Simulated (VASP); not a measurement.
# CdS (P6_3mc) in VASP: further runs

CdS is run at these levels: PBE; tasks: single point.

All numbers are computed with VASP 6.6.1; they aren't measurements. Logs are shortened: lines on timing, memory, paths and dates and some standing lists are left out, and cuts for length are marked.

## Step 1: The cell of the first run

The structure is hexagonal, space group P6_3mc (No. 186). The conventional cell has a = 4.165 Å, b = 4.165 Å, c = 6.495 Å, α = 90.00°, β = 90.00°, γ = 120.00°. Within 3.3 Å of Cd (site symmetry 3m) lie 4 S at 2.51 to 2.52 Å. Within 3.3 Å of S (site symmetry 3m) lie 4 Cd at 2.51 to 2.52 Å.

## Step 2: Single point, PBE (uniaxial z strain -4.0%)

INCAR reads:

```
PREC = Accurate ; ENCUT = 520
EDIFF = 1E-6 ; ISMEAR = 0
SIGMA = 0.01 ; LREAL = F
LASPH = T ; NELM = 60
ALGO = Normal ; ISIF = 2
LWAVE = F ; LCHARG = F
GGA = PE ; NBANDS = 26
```

KPOINTS reads:

```
Automatic mesh
0
Gamma
  6 6 2
```

POSCAR reads:

```
CdS
1.0
    4.1646012827      0.0000000000      0.0000000000
   -2.0823006414      3.6066505075      0.0000000000
    0.0000000000      0.0000000000      6.4953700704
Cd S
2 2
Direct
    0.3333333333      0.6666666667     -0.0064118545
    0.6666666667      0.3333333333      0.4935881455
    0.3333333333      0.6666666667      0.3814118545
    0.6666666667      0.3333333333      0.8814118545
```

Potentials or basis: VASP PAW PBE potentials, release 64 (Cd, S).

Started as:

```bash
> cat potpaw_PBE.64/Cd/POTCAR potpaw_PBE.64/S/POTCAR > POTCAR
> mpirun -np 1 vasp_std > vasp.out
```

OUTCAR:

```text
PREC = Accurate
   ENCUT = 520
   EDIFF = 1E-6
   ISMEAR = 0
   LREAL = F
   LASPH = T
   NELM = 60
   ISIF = 2
   GGA = PE

 ion  position               nearest neighbor table
   1  0.333  0.667  0.994-   4 2.51   4 2.51   4 2.51   3 2.52
   2  0.667  0.333  0.494-   3 2.51   3 2.51   3 2.51   4 2.52
   3  0.333  0.667  0.381-   2 2.51   2 2.51   2 2.51   1 2.52
   4  0.667  0.333  0.881-   1 2.51   1 2.51   1 2.51   2 2.52

  LATTYP: Found a hexagonal cell.
 ALAT       =     4.1646012827
 C/A-ratio  =     1.5596619291

  Lattice vectors:

 A1 = (   4.1646012827,   0.0000000000,   0.0000000000)
 A2 = (  -2.0823006414,   3.6066505075,   0.0000000000)
 A3 = (   0.0000000000,   0.0000000000,   6.4953700704)

Analysis of symmetry for initial positions (statically):
=====================================================================
 Subroutine PRICEL returns:
 Original cell was already a primitive cell.

 Routine SETGRP: Setting up the symmetry group for a
 hexagonal supercell.

 Subroutine GETGRP returns: Found 12 space group operations
 (whereof  6 operations were pure point group operations)
 out of a pool of 24 trial point group operations.

The static configuration has the point symmetry C_3v.
 The point group associated with its full space group is C_6v.

Analysis of symmetry for dynamics (positions and initial velocities):
=====================================================================
 Subroutine PRICEL returns:
 Original cell was already a primitive cell.

 Routine SETGRP: Setting up the symmetry group for a
 hexagonal supercell.

 Subroutine GETGRP returns: Found 12 space group operations
 (whereof  6 operations were pure point group operations)
 out of a pool of 24 trial point group operations.

The dynamic configuration has the point symmetry C_3v.
 The point group associated with its full space group is C_6v.

 Subroutine INISYM returns: Found 12 space group operations
 (whereof  6 operations are pure point group operations),
 and found     1 'primitive' translations

----------------------------------------------------------------------------------------

                                     Primitive cell

  volume of cell :      97.5622

  direct lattice vectors                    reciprocal lattice vectors
     4.164601283  0.000000000  0.000000000     0.240119025  0.138632784  0.000000000
    -2.082300641  3.606650507  0.000000000     0.000000000  0.277265568  0.000000000
     0.000000000  0.000000000  6.495370070     0.000000000  0.000000000  0.153955816

  length of vectors
     4.164601283  4.164601283  6.495370070     0.277265568  0.277265568  0.153955816

  position of ions in fractional coordinates (direct lattice)
     0.333333333  0.666666667  0.993588145
     0.666666667  0.333333333  0.493588145
     0.333333333  0.666666667  0.381411855
     0.666666667  0.333333333  0.881411855

  ion indices of the primitive-cell ions
   primitive index   ion index
                 1           1
                 2           2
                 3           3
                 4           4

----------------------------------------------------------------------------------------

 KPOINTS: Automatic mesh

Automatic generation of k-mesh.
 Grid dimensions read from file:
 generate k-points for:    6    6    2

 Generating k-lattice:

  Cartesian coordinates                     Fractional coordinates (reciprocal lattice)
     0.040019838  0.023105464  0.000000000     0.166666667  0.000000000  0.000000000
     0.000000000  0.046210928  0.000000000     0.000000000  0.166666667  0.000000000
     0.000000000  0.000000000  0.076977908     0.000000000  0.000000000  0.500000000

  Length of vectors
     0.046210928  0.046210928  0.076977908

  Shift w.r.t. Gamma in fractional coordinates (k-lattice)
     0.000000000  0.000000000  0.000000000

 Subroutine IBZKPT returns following result:
 ===========================================

 Found     14 irreducible k-points:

 Following reciprocal coordinates:
            Coordinates               Weight
  0.000000  0.000000  0.000000      1.000000
  0.166667  0.000000  0.000000      6.000000
  0.333333  0.000000  0.000000      6.000000
  0.500000  0.000000  0.000000      3.000000
  0.166667  0.166667  0.000000      6.000000
  0.333333  0.166667  0.000000     12.000000
  0.333333  0.333333  0.000000      2.000000
  0.000000  0.000000  0.500000      1.000000
  0.166667  0.000000  0.500000      6.000000
  0.333333  0.000000  0.500000      6.000000
  0.500000  0.000000  0.500000      3.000000
  0.166667  0.166667  0.500000      6.000000
  0.333333  0.166667  0.500000     12.000000
  0.333333  0.333333  0.500000      2.000000
   k-points           NKPTS =     14   k-points in BZ     NKDIM =     14   number of bands    NBANDS=     26
   number of dos      NEDOS =    301   number of ions     NIONS =      4
   total plane-waves  NPLWV =  49152
   dimension x,y,z NGX =    32 NGY =   32 NGZ =   48
   dimension x,y,z NGXF=    64 NGYF=   64 NGZF=   96
   ions per type =               2   2
   NGX,Y,Z   is equivalent  to a cutoff of  12.77, 12.77, 12.29 a.u.
   NGXF,Y,Z  is equivalent  to a cutoff of  25.55, 25.55, 24.57 a.u.
 SYSTEM =  unknown system
   PREC   = accura    normal or accurate (medium, high low for compatibility)
   ISTART =      0    job   : 0-new  1-cont  2-samecut
   ICHARG =      2    charge: 1-file 2-atom 10-const
   ISPIN  =      1    spin polarized calculation?
   LNONCOLLINEAR =      F non collinear calculations
   LSORBIT =      F    spin-orbit coupling
   LASPH  =      T    aspherical Exc in radial PAW
   ENCUT  =  520.0 eV  38.22 Ry    6.18 a.u.   7.74  7.74 12.08*2*pi/ulx,y,z
   NELM   =     60;   NELMIN=  2; NELMDL= -5     # of ELM steps
   EDIFF  = 0.1E-05   stopping-criterion for ELM
   LREAL  =      F    real-space projection
   EDIFFG = 0.1E-04   stopping-criterion for IOM
   NSW    =      0    number of steps for IOM
   IBRION =     -1    ionic relax: 0-MD 1-quasi-New 2-CG
   NFREE  =      0    steps in history (QN), initial steepest desc. (CG)
   ISIF   =      2    stress and relaxation
   ISYM   =      2    0-nonsym 1-usesym 2-fastsym
   POTIM  = 0.5000    time-step for ionic-motion
   TEBEG  =    0.0;   TEEND  =   0.0 temperature during run
   PSTRESS=    0.0 pullay stress
   NELECT =      36.0000    total number of electrons
   NUPDOWN=      -1.0000    fix difference up-down
   EMIN   =  10.00;   EMAX   =-10.00  energy-range for DOS
   EFERMI =   0.00;   METHOD = LEGACY
   ISMEAR =     0;   SIGMA  =   0.01  broadening in eV -4-tet -1-fermi 0-gaus
   EFERMI_NEDOS =   21; number of points for ismear=-14 and -15
   IALGO  =     38    algorithm
   IMIX   =      4    mixing-type and parameters
     AMIX     =   0.40;   BMIX     =  1.00
     AMIX_MAG =   1.60;   BMIX_MAG =  1.00
  volume/ion in A,a.u.               =      24.39       164.60
  Fermi-wavevector in a.u.,A,eV,Ry     =   1.174217  2.218949 18.759531  1.378787
  Thomas-Fermi vector in A             =   2.310618
   LORBIT       =      0    0 simple, 1 ext, 2 COOP (PROOUT), +10 PAW based schemes
   GGA     = PE    functional components
   LHFCALC =     F    Hartree Fock is set to
   AEXX    =    0.0000 exact exchange contribution
   IVDW    =     0    specifies the selected vdW correction
   LEPSILON=     F    determine dielectric tensor
   LRPA    =     F    only Hartree local field effects (RPA)
 non-spin polarized calculation
 Gauss-broadening in eV      SIGMA  =   0.01
  energy-cutoff  :      520.00
  volume of cell :       97.56
 maximum number of plane-waves:      2659
 NGX is ok and might be reduce to    32
   NGX = 15   NGY = 15   NGZ = 25

 number of electron      36.0000007 magnetization

 Free energy of the ion-electron system (eV)
  ---------------------------------------------------
  ext. energy  EPLUGINS =         0.00000000
  ---------------------------------------------------
  free energy    TOTEN  =       -12.18840908 eV

  energy without entropy =      -12.18840908  energy(sigma->0) =      -12.18840908

 E-fermi :   1.5785     XC(G=0):  -9.2215

 val. band max:        1.4715232415   @ k =   0.0000   0.0000   0.0000
 cond. band min:       2.7377130644   @ k =   0.0000   0.0000   0.0000
 fundamental gap:      1.2661898229
 Fermi energy:         1.5785034084

 k-point     1 :       0.0000    0.0000    0.0000
  band No.  band energies     occupation
      1     -11.0143      2.00000
      2     -10.5390      2.00000
      3      -6.3082      2.00000
      4      -6.3082      2.00000
      5      -6.2701      2.00000
      6      -6.2263      2.00000
[... 18 lines left out ...]
     25       8.9348      0.00000
     26       9.5152      0.00000

 k-point     2 :       0.1667    0.0000    0.0000
  band No.  band energies     occupation
      1     -10.9179      2.00000
      2     -10.5010      2.00000
      3      -6.2719      2.00000
      4      -6.2659      2.00000
      5      -6.2049      2.00000
      6      -6.1755      2.00000
[... 18 lines left out ...]
     25       9.1251      0.00000
     26       9.5408      0.00000

 k-point     3 :       0.3333    0.0000    0.0000
  band No.  band energies     occupation
      1     -10.7078      2.00000
      2     -10.4405      2.00000
      3      -6.2149      2.00000
      4      -6.1975      2.00000
      5      -6.0559      2.00000
      6      -6.0507      2.00000
[... 18 lines left out ...]
     25       9.8032      0.00000
     26      10.6267      0.00000

 k-point     4 :       0.5000    0.0000    0.0000
  band No.  band energies     occupation
      1     -10.5814      2.00000
      2     -10.4312      2.00000
      3      -6.2008      2.00000
      4      -6.1750      2.00000
      5      -5.9929      2.00000
      6      -5.9715      2.00000
[... 18 lines left out ...]
     25      10.1876      0.00000
     26      11.5081      0.00000

 k-point     5 :       0.1667    0.1667    0.0000
  band No.  band energies     occupation
      1     -10.7637      2.00000
      2     -10.4528      2.00000
      3      -6.2216      2.00000
      4      -6.2086      2.00000
      5      -6.1086      2.00000
      6      -6.0911      2.00000
[... 18 lines left out ...]
     25       9.7507      0.00000
     26      10.5219      0.00000

 k-point     6 :       0.3333    0.1667    0.0000
  band No.  band energies     occupation
      1     -10.5831      2.00000
      2     -10.4315      2.00000
      3      -6.2037      2.00000
      4      -6.1505      2.00000
      5      -6.0170      2.00000
      6      -5.9972      2.00000
[... 18 lines left out ...]
     25       9.9197      0.00000
     26      10.9678      0.00000

 k-point     7 :       0.3333    0.3333    0.0000
  band No.  band energies     occupation
      1     -10.4747      2.00000
      2     -10.4747      2.00000
      3      -6.2158      2.00000
      4      -6.0492      2.00000
      5      -6.0492      2.00000
      6      -5.9821      2.00000
[... 18 lines left out ...]
     25      10.2596      0.00000
     26      10.2596      0.00000

 k-point     8 :       0.0000    0.0000    0.5000
  band No.  band energies     occupation
      1     -10.7682      2.00000
      2     -10.7682      2.00000
      3      -6.2772      2.00000
      4      -6.2772      2.00000
      5      -6.2772      2.00000
      6      -6.2772      2.00000
[... 18 lines left out ...]
     25       8.0862      0.00000
     26       8.0862      0.00000

 k-point     9 :       0.1667    0.0000    0.5000
  band No.  band energies     occupation
      1     -10.6985      2.00000
      2     -10.6985      2.00000
      3      -6.2319      2.00000
      4      -6.2319      2.00000
      5      -6.2249      2.00000
      6      -6.2249      2.00000
[... 18 lines left out ...]
     25       8.6329      0.00000
     26       8.6329      0.00000

 k-point    10 :       0.3333    0.0000    0.5000
  band No.  band energies     occupation
      1     -10.5589      2.00000
      2     -10.5589      2.00000
      3      -6.1751      2.00000
      4      -6.1751      2.00000
      5      -6.1233      2.00000
      6      -6.1233      2.00000
[... 18 lines left out ...]
     25       9.6326      0.00000
     26       9.6326      0.00000

 k-point    11 :       0.5000    0.0000    0.5000
  band No.  band energies     occupation
      1     -10.4895      2.00000
      2     -10.4895      2.00000
      3      -6.1734      2.00000
      4      -6.1734      2.00000
      5      -6.0774      2.00000
      6      -6.0774      2.00000
[... 18 lines left out ...]
     25       9.9929      0.00000
     26       9.9929      0.00000

 k-point    12 :       0.1667    0.1667    0.5000
  band No.  band energies     occupation
      1     -10.5940      2.00000
      2     -10.5940      2.00000
      3      -6.1749      2.00000
      4      -6.1749      2.00000
      5      -6.1477      2.00000
      6      -6.1477      2.00000
[... 18 lines left out ...]
     25       9.4545      0.00000
     26       9.4545      0.00000

 k-point    13 :       0.3333    0.1667    0.5000
  band No.  band energies     occupation
      1     -10.4904      2.00000
      2     -10.4904      2.00000
      3      -6.1472      2.00000
      4      -6.1472      2.00000
      5      -6.0849      2.00000
      6      -6.0849      2.00000
[... 18 lines left out ...]
     25       9.9189      0.00000
     26       9.9189      0.00000

 k-point    14 :       0.3333    0.3333    0.5000
  band No.  band energies     occupation
      1     -10.4571      2.00000
      2     -10.4571      2.00000
      3      -6.1200      2.00000
      4      -6.1200      2.00000
      5      -6.0745      2.00000
      6      -6.0745      2.00000
[... 18 lines left out ...]
     25      10.8479      0.00000
     26      10.8841      0.00000

------------------------ aborting loop because EDIFF is reached ----------------------------------------

  FORCE on cell =-STRESS in cart. coord.  units (eV):
  Direction    XX          YY          ZZ          XY          YZ          ZX
  --------------------------------------------------------------------------------------
  -------------------------------------------------------------------------------------
  Total        2.2903472      2.2903472      3.3141002     -0.0000000      0.0000000      0.0000000
  in kB       37.6123547     37.6123547     54.4245476     -0.0000000      0.0000000      0.0000000
  external PRESSURE =      43.2164190 kB  Pullay stress =       0.0000000 kB

 VOLUME and BASIS-vectors are now :
 -----------------------------------------------------------------------------
  energy-cutoff  :      520.00
  volume of cell :       97.56
      direct lattice vectors                 reciprocal lattice vectors
     4.164601283  0.000000000  0.000000000     0.240119025  0.138632784  0.000000000
    -2.082300641  3.606650507  0.000000000     0.000000000  0.277265568  0.000000000
     0.000000000  0.000000000  6.495370070     0.000000000  0.000000000  0.153955816

 POSITION                                       TOTAL-FORCE (eV/Angst)
 -----------------------------------------------------------------------------------
     -0.00000      2.40443      6.45372         0.000000      0.000000      0.006163
      2.08230      1.20222      3.20604        -0.000000      0.000000      0.006163
     -0.00000      2.40443      2.47741        -0.000000      0.000000     -0.006163
      2.08230      1.20222      5.72510         0.000000      0.000000     -0.006163
 -----------------------------------------------------------------------------------
    total drift:                               -0.000000     -0.000000      0.000035

  FREE ENERGIE OF THE ION-ELECTRON SYSTEM (eV)
  ---------------------------------------------------
  free  energy   TOTEN  =       -12.1884090756 eV

  energy  without entropy=      -12.1884090756  energy(sigma->0) =      -12.18840908
```

It took 25 s on 1 thread of Intel Xeon 6975P-C (Granite Rapids), shared host; peak memory 0.21 GiB.

What came out:

| Item | Value |
| --- | --- |
| Free energy | -12.1884 eV |
| Pressure | 4.3 GPa |
| Largest force | 0.006 eV/Å |
| Band gap on the k mesh | 1.27 eV |

Forces in eV/Å, atoms in the order of the input:
```
Cd   0.000  0.000  0.006
Cd   0.000  0.000  0.006
S    0.000  0.000 -0.006
S    0.000  0.000 -0.006
```

Stress tensor (GPa, compression positive):
```
3.76 0.00 0.00
0.00 3.76 0.00
0.00 0.00 5.44
```

Levels at points of the mesh, in eV from the valence-band top:
```csv
k point,band 16,band 17,band 18,band 19,band 20,band 21
"(0.00, 0.00, 0.00)",-0.06,-0.06,0.00,1.27,2.49,6.28
"(0.50, 0.00, 0.00)",-2.07,-1.28,-0.87,3.66,3.80,5.26
"(0.00, 0.00, 0.50)",-0.49,-0.49,-0.49,2.80,2.80,6.30
"(0.50, 0.00, 0.50)",-1.50,-1.22,-1.22,3.57,3.57,5.35
```

Caveat: the k points lie up to 0.48 Å⁻¹ apart; the cell differs from its parent crystal (uniaxial z strain -4.0%).

(Part 1 of 2 ends here.)
